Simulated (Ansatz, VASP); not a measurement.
# Two plane-wave programs on BeTe

POSCAR

```
BeTe
1.0
    0.0000000000      2.7700000000      2.7700000000
    2.7700000000      0.0000000000      2.7700000000
    2.7700000000      2.7700000000      0.0000000000
Be Te
1 1
Direct
    0.0000000000      0.0000000000      0.0000000000
    0.7500000000      0.7500000000      0.7500000000
```

The input INCAR.step1:

```
SYSTEM = BeTe
PREC = Accurate
ENCUT = 600
ISMEAR = -1
SIGMA = 0.1
LREAL = .FALSE.
LASPH = .TRUE.
NELM = 60
GGA = PE
ALGO = Normal
EDIFF = 1E-4
LWAVE = .TRUE.
LCHARG = .FALSE.
```

File INCAR.step2:

```
SYSTEM = BeTe
PREC = Accurate
ENCUT = 600
EDIFF = 1E-6
ISMEAR = -1
SIGMA = 0.1
LREAL = .FALSE.
LASPH = .TRUE.
NELM = 60
ALGO = Normal
ISIF = 3
LWAVE = .FALSE.
LCHARG = .FALSE.
METAGGA = R2SCAN
LMIXTAU = .TRUE.
IBRION = 2
NSW = 100
EDIFFG = -0.002
ISTART = 1
```

Contents of KPOINTS:

```
Automatic mesh
0
G
  16 16 16
  0 0 0
```

Input for Ansatz:

```yaml
crystal:
  lattice:
    - [0.0, 2.77, 2.77]
    - [2.77, 0.0, 2.77]
    - [2.77, 2.77, 0.0]
  atoms:
    - { symbol: Be, position: [0.0, 0.0, 0.0] }
    - { symbol: Te, position: [0.75, 0.75, 0.75] }
kpoints:
  mp_grid: { grid: [16, 16, 16] }
scf:
  occupations: { method: fermi_dirac, width: 0.1 }
hamiltonian:
  xc: r2scan
  pseudopotentials: { kind: paw }
relax:
  f_tol: 0.002
  max_steps: 80
  cell: {}
output:
  forces: true
  stress: true
```

Alike in both runs: task relaxation of cell and atoms; functional r2SCAN; k mesh 16 × 16 × 16; occupations fermi-dirac, width 0.1 eV; no spin polarisation.

|  | VASP | Ansatz |
| --- | --- | --- |
| version | VASP 6.6.1 | Ansatz 0.2.0 |
| potentials or method | VASP PAW PBE potentials, release 64 (Be, Te) | PAW with Ansatz's default frozen-core files, scalar-relativistic |
| plane-wave cutoff (eV) | 600 | 500 |
| valence electrons in the cell | 8 | 18 |

Ansatz gave:

```
relaxed volume (Å³/atom)                                        : 22.63
relaxed length of the cell vector where the two differ most in proportion (Å) : 4.000
```

Question: Which values does VASP return?

Answer: Relaxed volume (Å³/atom): 22.69; relaxed length of the cell vector where the two differ most in proportion (Å): 4.004.

VASP's potentials were made for PBE, not for r2SCAN. VASP's potentials hold 8 valence electrons a cell and Ansatz's 18, so a difference there can come from the potentials and not from the codes.

Neither program's run includes spin-orbit coupling.
